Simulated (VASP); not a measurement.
# Rh in VASP: further runs, part 2 of 2

VASP 6.6.1. The steps go on from the part before.

## (4) Electric field gradients, PBEsol (zz strain of -2 %)

INCAR

```
ALGO = Normal ; EDIFF = 1E-8
ENCUT = 400 ; GGA = PS
GGA_COMPAT = False ; ISIF = 2
ISMEAR = -1 ; LASPH = True
LCHARG = False ; LEFG = True
LREAL = False ; LWAVE = False
NBANDS = 14 ; NELM = 120
PREC = Accurate ; SIGMA = 0.08
```

KPOINTS

```
k-points
0
Gamma
  16 16 16
```

POSCAR

```
Rh
1.0
    0.0000000000      1.9015500000      1.8635190000
    1.9015500000      0.0000000000      1.8635190000
    1.9015500000      1.9015500000      0.0000000000
Rh
1
Direct
    0.0000000000      0.0000000000      0.0000000000
```

Potentials or basis: VASP PAW PBE potentials, release 64 (Rh_pv).

Run with:

```console
> cat potpaw_PBE.64/Rh_pv/POTCAR > POTCAR
> mpirun -np 1 vasp_std > vasp.out
```

OUTCAR:

```text
EDIFF = 1E-8
   ENCUT = 400
   GGA = PS
   ISIF = 2
   ISMEAR = -1
   LASPH = True
   LREAL = False
   NELM = 120
   PREC = Accurate

 ion  position               nearest neighbor table
   1  0.000  0.000  0.000-

  LATTYP: Found a body centered tetragonal cell.
 ALAT       =     2.6891977995
 C/A-ratio  =     1.3859292911

  Lattice vectors:

 A1 = (   0.0000000000,  -1.9015500000,  -1.8635190000)
 A2 = (   0.0000000000,   1.9015500000,  -1.8635190000)
 A3 = (   1.9015500000,   0.0000000000,   1.8635190000)

Analysis of symmetry for initial positions (statically):
=====================================================================
 Subroutine PRICEL returns:
 Original cell was already a primitive cell.

 Routine SETGRP: Setting up the symmetry group for a
 body centered tetragonal supercell.

 Subroutine GETGRP returns: Found 16 space group operations
 (whereof 16 operations were pure point group operations)
 out of a pool of 16 trial point group operations.

The static configuration has the point symmetry D_4h.

Analysis of symmetry for dynamics (positions and initial velocities):
=====================================================================
 Subroutine PRICEL returns:
 Original cell was already a primitive cell.

 Routine SETGRP: Setting up the symmetry group for a
 body centered tetragonal supercell.

 Subroutine GETGRP returns: Found 16 space group operations
 (whereof 16 operations were pure point group operations)
 out of a pool of 16 trial point group operations.

The dynamic configuration has the point symmetry D_4h.

 Subroutine INISYM returns: Found 16 space group operations
 (whereof 16 operations are pure point group operations),
 and found     1 'primitive' translations

----------------------------------------------------------------------------------------

                                     Primitive cell

  volume of cell :      13.4766

  direct lattice vectors                    reciprocal lattice vectors
     0.000000000  1.901550000  1.863519000    -0.262943388  0.262943388  0.268309580
     1.901550000  0.000000000  1.863519000     0.262943388 -0.262943388  0.268309580
     1.901550000  1.901550000  0.000000000     0.262943388  0.262943388 -0.268309580

  length of vectors
     2.662441636  2.662441636  2.689197800     0.458550413  0.458550413  0.458550413

  position of ions in fractional coordinates (direct lattice)
     0.000000000  0.000000000  0.000000000

  ion indices of the primitive-cell ions
   primitive index   ion index
                 1           1

----------------------------------------------------------------------------------------

 KPOINTS: k-points

Automatic generation of k-mesh.
 Grid dimensions read from file:
[... 75 lines left out ...]
   PSTRESS=    0.0 pullay stress
   NELECT =      15.0000    total number of electrons
   NUPDOWN=      -1.0000    fix difference up-down
   EMIN   =  10.00;   EMAX   =-10.00  energy-range for DOS
   EFERMI =   0.00;   METHOD = LEGACY
   ISMEAR =    -1;   SIGMA  =   0.08  broadening in eV -4-tet -1-fermi 0-gaus
   EFERMI_NEDOS =   21; number of points for ismear=-14 and -15
   IALGO  =     38    algorithm
   IMIX   =      4    mixing-type and parameters
     AMIX     =   0.40;   BMIX     =  1.00
     AMIX_MAG =   1.60;   BMIX_MAG =  1.00
  volume/ion in A,a.u.               =      13.48        90.94
  Fermi-wavevector in a.u.,A,eV,Ry     =   1.696597  3.206104 39.163594  2.878443
  Thomas-Fermi vector in A             =   2.777431
   LORBIT       =      0    0 simple, 1 ext, 2 COOP (PROOUT), +10 PAW based schemes
   GGA     = PS    functional components
   LHFCALC =     F    Hartree Fock is set to
   AEXX    =    0.0000 exact exchange contribution
   IVDW    =     0    specifies the selected vdW correction
   LEPSILON=     F    determine dielectric tensor
   LRPA    =     F    only Hartree local field effects (RPA)
 non-spin polarized calculation
  energy-cutoff  :      400.00
  volume of cell :       13.48
 maximum number of plane-waves:       261
 NGX is ok and might be reduce to    18
   NGX =  9   NGY =  9   NGZ =  9

 number of electron      15.0000008 magnetization

 Free energy of the ion-electron system (eV)
  ---------------------------------------------------
  ext. energy  EPLUGINS =         0.00000000
  ---------------------------------------------------
  free energy    TOTEN  =        -8.14798392 eV

  energy without entropy =       -8.11935613  energy(sigma->0) =       -8.13367003

 E-fermi :  12.1224     XC(G=0): -14.3472

 val. band max:       12.1218977807   @ k =   0.3125   0.3125   0.0000
 cond. band min:      12.1249367231   @ k =   0.3125   0.1875   0.1250
 fundamental gap:      0.0030389424
 Fermi energy:        12.1223956483

 k-point     1 :       0.0000    0.0000    0.0000
  band No.  band energies     occupation
      1     -34.2411      2.00000
      2     -34.2411      2.00000
      3     -34.2304      2.00000
      4       3.9212      2.00000
      5       8.8645      2.00000
      6       8.8645      2.00000
      7       9.0860      2.00000
      8      10.9796      2.00000
      9      11.2488      1.99996
     10      28.0511      0.00000
     11      32.4606      0.00000
     12      33.3938      0.00000
     13      33.3938      0.00000
     14      34.0490      0.00000
[... 377 lines left out ...]
      1     -34.3127      2.00000
      2     -34.2536      2.00000
      3     -34.2479      2.00000
      4       4.3369      2.00000
      5       8.6750      2.00000
      6       9.0156      2.00000
      7       9.2736      2.00000
      8      10.7967      2.00000
      9      11.2550      1.99996
     10      28.6593      0.00000
     11      31.8218      0.00000
     12      32.4660      0.00000
     13      34.0840      0.00000
     14      34.2476      0.00000

 [... further k-points ...]

------------------------ aborting loop because EDIFF is reached ----------------------------------------

  FORCE on cell =-STRESS in cart. coord.  units (eV):
  Direction    XX          YY          ZZ          XY          YZ          ZX
  --------------------------------------------------------------------------------------
  -------------------------------------------------------------------------------------
  Total       -0.1747118     -0.1747118      0.2559413      0.0000000      0.0000000     -0.0000000
  in kB      -20.7708078    -20.7708078     30.4278789      0.0000000      0.0000000     -0.0000000
  external PRESSURE =      -3.7045789 kB  Pullay stress =       0.0000000 kB

 VOLUME and BASIS-vectors are now :
 -----------------------------------------------------------------------------
  energy-cutoff  :      400.00
  volume of cell :       13.48
      direct lattice vectors                 reciprocal lattice vectors
     0.000000000  1.901550000  1.863519000    -0.262943388  0.262943388  0.268309580
     1.901550000  0.000000000  1.863519000     0.262943388 -0.262943388  0.268309580
     1.901550000  1.901550000  0.000000000     0.262943388  0.262943388 -0.268309580

 POSITION                                       TOTAL-FORCE (eV/Angst)
 -----------------------------------------------------------------------------------
      0.00000      0.00000      0.00000         0.000000      0.000000     -0.000000
 -----------------------------------------------------------------------------------
    total drift:                                0.000000      0.000000      0.000000

  FREE ENERGIE OF THE ION-ELECTRON SYSTEM (eV)
  ---------------------------------------------------
  free  energy   TOTEN  =        -8.1479839216 eV

  energy  without entropy=       -8.1193561286  energy(sigma->0) =       -8.13367003

 Electric field gradients (V/A^2)
---------------------------------------------------------------------
 ion       V_xx      V_yy      V_zz      V_xy      V_xz      V_yz
---------------------------------------------------------------------
   1       1.011     1.011    -2.022     0.001     0.001     0.001
---------------------------------------------------------------------

 Electric field gradients after diagonalization (V/A^2)
 (convention: |V_zz| > |V_xx| > |V_yy|)
----------------------------------------------------------------------
 ion       V_xx      V_yy      V_zz     asymmetry (V_yy - V_xx)/ V_zz
----------------------------------------------------------------------
   1       1.011     1.010    -2.022       0.001
----------------------------------------------------------------------

           NMR quadrupolar parameters

 Cq : quadrupolar parameter    Cq=e*Q*V_zz/h
 eta: asymmetry parameters     (V_yy - V_xx)/ V_zz
 Q  : nuclear electric quadrupole moment in mb (millibarn)
----------------------------------------------------------------------
 ion       Cq(MHz)       eta       Q (mb)
----------------------------------------------------------------------
   1      -0.005       0.001       1.000
----------------------------------------------------------------------
```

Run time: 26 s. Hardware: 1 thread of Intel Xeon Platinum 8375C at 2.90GHz (Ice Lake), shared host; peak memory 0.15 GiB.

What came out:

```yaml
Free_energy: -8.1480 eV
Pressure: -0.4 GPa
Band_gap_on_the_k_mesh: zero (an odd number of electrons rules out a gap without spin polarisation)
Largest_electric_field_gradient_by_atom: Rh -2.0 V/Å²
```

Stress tensor (GPa, compression positive):
```
-2.08  0.00  0.00
 0.00 -2.08  0.00
 0.00  0.00  3.04
```

Levels at points of the mesh, in eV from the Fermi level:
| k point | band 4 | band 5 | band 6 | band 7 | band 8 | band 9 | band 10 | band 11 |
| --- | --- | --- | --- | --- | --- | --- | --- | --- |
| (0.00, 0.00, 0.00) | -8.20 | -3.26 | -3.26 | -3.04 | -1.14 | -0.87 | 15.93 | 20.34 |
| (0.50, 0.00, 0.00) | -6.33 | -3.38 | -3.14 | 0.55 | 0.64 | 0.67 | 8.80 | 15.43 |
| (0.50, 0.50, 0.00) | -6.54 | -6.17 | 0.58 | 1.05 | 1.05 | 3.50 | 12.87 | 13.11 |
| (0.50, 0.00, 0.50) | -6.53 | -6.15 | 0.59 | 0.93 | 1.13 | 3.06 | 12.30 | 13.36 |

Electric field gradients, principal values (V/Å²):
```tsv
atom	least	middle	greatest (by size)
1 Rh	1.010	1.011	-2.022
```

Caveat: the cell differs from its parent crystal (zz strain of -2 %); without QUAD_EFG the Cq values of the log hold for a quadrupole moment of 1 mb, not for the nuclei; the PAW data sets were made with another functional, which shifts forces and pressure a little.

## (5) The runs side by side

```csv
cell,gap on the mesh (eV),pressure (GPa)
"a = 2.634 Å, angles 60.0°, 1 atom",none,13.3
"a = 2.649, b = 2.649, c = 2.689 Å, angles 59.5, 59.5, 61.0°, 1 atom",none,2.8
"a = 2.662, b = 2.662, c = 2.689 Å, angles 59.7, 59.7, 60.7°, 1 atom",none,-0.4
```

Alike in all rows: task electric field gradients; level PBEsol; potentials or basis VASP PAW PBE potentials, release 64 (Rh_pv); no spin polarisation; k mesh 16 × 16 × 16; cutoff (eV) 400; smearing fermi-dirac 0.08 eV.

Caveats: the PAW data sets were made with another functional, which shifts forces and pressure a little; the cell stands under pressure (at least some runs).

Total energies depend on the potentials used, so only differences within one code and one set of settings carry meaning.
